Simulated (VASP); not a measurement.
Here is a VASP 6.6.1 calculation.

File INCAR:

```
SYSTEM = MgO
  PREC = Accurate
  ENCUT = 600
  EDIFF = 1E-6
  ISMEAR = 0
  SIGMA = 0.01
  LREAL = .FALSE.
  LASPH = .TRUE.
  NELM = 120
  ALGO = Normal
  ISIF = 2
  LWAVE = .FALSE.
  LCHARG = .FALSE.
  GGA = PE
  NBANDS = 16
  GGA_COMPAT = .FALSE.
```

Contents of KPOINTS:

```
Automatic mesh
0
G
  6 6 6
  0 0 0
```

POSCAR

```
MgO
1.0
    3.4298373350      0.0000000000      0.0000000000
   -1.7149186675      2.9703262630      0.0000000000
    0.0000000000      0.0000000000      4.1394144914
Mg O
2 2
Direct
    0.6666666667      0.3333333333      0.7500000000
    0.3333333333      0.6666666667      0.2500000000
    0.6666666667      0.3333333333      0.2500000000
    0.3333333333      0.6666666667      0.7500000000
```

Potentials or basis: VASP PAW PBE potentials, release 64 (Mg, O).

Run with:

```sh
$ cat potpaw_PBE.64/Mg/POTCAR potpaw_PBE.64/O/POTCAR > POTCAR
$ mpirun -np 1 vasp_std > vasp.out
```

Estimate the band gap on the k mesh.

3.65 eV, direct.

What does it give for the pressure?

10.3 GPa.

Stress tensor (GPa, compression positive):
```
10.34  0.00  0.00
 0.00 10.34  0.00
 0.00  0.00 10.16
```

PBE gaps usually lie below the measured ones, often by a third to a half.
